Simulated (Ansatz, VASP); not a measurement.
# Two plane-wave programs on LiBr

```xyz
2
Lattice="0.0000 2.7551 2.7551 2.7551 0.0000 2.7551 2.7551 2.7551 0.0000" Properties=species:S:1:pos:R:3 pbc="T T T"
Li    0.0000    0.0000    0.0000
Br    2.7551    2.7551    2.7551
```

Alike in both runs: functional PBE; k mesh 8 × 8 × 8; occupations fermi-dirac, width 0.02 eV; no spin polarisation.

Ansatz relaxed the structure, and its values are those at the end. VASP's run is a single point on that final structure, the one shown.

```csv
,VASP,Ansatz
version,VASP 6.6.1,Ansatz 0.2.0
potentials or method,"VASP PAW PBE potentials, release 64 (Li_sv, Br)","PAW with Ansatz's default frozen-core files, scalar-relativistic"
plane-wave cutoff (eV),750,420
valence electrons in the cell,10,10
```

|  | VASP | Ansatz | Ansatz less VASP |
| --- | --- | --- | --- |
| gap on the k mesh at the Fermi level (eV) | 4.92 | 4.92 | -0.004 |
| pressure (GPa) | 0.0 | 0.0 | +0.05 |
